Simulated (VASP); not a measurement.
HfN: relaxation of cell and atoms with revPBE+D3(BJ)

HfN:

```
Hf N
1.0
     3.19047    0.00000    0.00000
     1.59523    2.76302    0.00000
     1.59523    0.92101    2.60500
Hf N
1 1
Direct
  0.00000 0.00000 0.00000
  0.50000 0.50000 0.50000
```

```
Program                : VASP 6.6.1
Task                   : relaxation of cell and atoms
Functional             : revPBE
Dispersion             : D3(BJ)
Potentials or basis    : VASP PAW PBE potentials, release 64 (Hf_pv, N)
Cutoff                 : 600 eV
k mesh                 : 11 × 11 × 11
Occupations            : methfessel-paxton, width 0.1 eV
Spin                   : no spin polarisation
Dipole correction      : no
Further INCAR settings : ALGO = Normal; EDIFF = 1e-06; IBRION = 2; EDIFFG = -0.01; NSW = 80; ISIF = 3
```

```yaml
Relaxed_volume: 11.35 Å³/atom
Relaxed_cell: a = 3.179 Å, b = 3.179 Å, c = 3.179 Å, α = 60.00°, β = 60.00°, γ = 60.00°
Space_group_after_relaxing_to_0.05_Å: Fm-3m (No. 225)
Energy_gained_by_relaxing: 1.3 meV/atom
Ionic_steps: 3
Pressure_after_relaxing: 0.0 GPa
Dispersion_energy_per_atom: -0.722 eV
```

Step by step:
```tsv
step	energy change (eV)	largest force (eV/Å)	pressure (GPa)	volume (Å³)
1	0.0000	0.0000	-3.10	22.96
2	0.0067	0.0000	6.31	22.23
3	-0.0025	0.0000	0.00	22.71
```

Final structure:
```
Hf N
1.0
     3.17863    0.00000    0.00000
     1.58932    2.75278    0.00000
     1.58932    0.91759    2.59534
Hf N
1 1
Cartesian
  0.0000 0.0000 0.0000
  3.1786 1.8352 1.2977
```

Levels at points of the mesh, in eV from the Fermi level:
| k point | band 6 | band 7 | band 8 | band 9 | band 10 | band 11 |
| --- | --- | --- | --- | --- | --- | --- |
| (0.00, 0.00, 0.00) | -3.01 | -3.01 | -0.29 | -0.29 | -0.29 | 1.97 |

It took 20 s on 1 thread of Intel(R) Xeon(R) 6975P-C (Granite Rapids), on a shared host, peak memory 0.18 GiB.

Caveat: the PAW data sets were made with another functional, which shifts forces and pressure a little; spin-orbit coupling is left out, which moves the levels of the heavy elements; pairwise dispersion overbinds metals, which lowers pressure and volume.
